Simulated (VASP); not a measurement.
Set up this calculation in VASP 6.6.1, as the native input.

* Task: single point
* Functional: PBEsol
* Potentials or basis: VASP PAW PBE potentials, release 64 (Sc_sv, Tl_d, H)
* Cutoff: 520 eV
* k mesh: 6 × 6 × 4
* Occupations: fermi-dirac, width 0.05 eV
* Spin: no spin polarisation
* Dipole correction: no
* Further INCAR settings: ALGO = Normal; EDIFF = 1e-06; NBANDS = 25

The structure of ScTlH6 lies in POSCAR:

```
ScTlH6
1.0
    3.4684687841     -0.0000812661     -0.0021206014
    0.0001120926      3.3138413344     -0.0456375989
   -0.0022600340     -0.0936954289      7.2445490881
Sc Tl H
1 1 6
Direct
    0.0194960074     -0.0252789785     -0.0425110365
    0.0203013568     -0.2699039185      0.5311924041
    0.5189626472      0.8585589733      0.1668996476
    0.5198207387      0.4431708241      0.4435424306
    0.5189224390      0.1020175757      0.1742417925
    0.5192402863     -0.0225031990      0.8427739152
    0.0191052659      0.4844415619      0.1112961965
    0.0191515149      0.4652051139      0.7933791806
```

These files were run (other wordings do the same):

INCAR

```
PREC = Accurate
ENCUT = 520
EDIFF = 1E-6
ISMEAR = -1
SIGMA = 0.05
LREAL = F
LASPH = T
NELM = 60
ALGO = Normal
ISIF = 2
LWAVE = F
LCHARG = F
GGA = PS
NBANDS = 25
```

KPOINTS

```
regular mesh
0
Gamma
  6 6 4
```

Potentials or basis: VASP PAW PBE potentials, release 64 (Sc_sv, Tl_d, H).

The run is started by

```console
$ cat potpaw_PBE.64/Sc_sv/POTCAR potpaw_PBE.64/Tl_d/POTCAR potpaw_PBE.64/H/POTCAR > POTCAR
$ mpirun -np 1 vasp_std > vasp.out
```

It gave:

```yaml
Pressure: -0.1 GPa
Largest_force: 0.012 eV/Å
Band_gap_on_the_k_mesh: zero (bands 15 and 16 overlap by 1.86 eV)
```

Caveat: the PAW data sets were made with another functional, which shifts forces and pressure a little; spin-orbit coupling is left out, which moves the levels of the heavy elements.

It took 4.6 min on 1 thread of Intel Xeon 8259CL (shared host), peak memory 0.3 GiB.
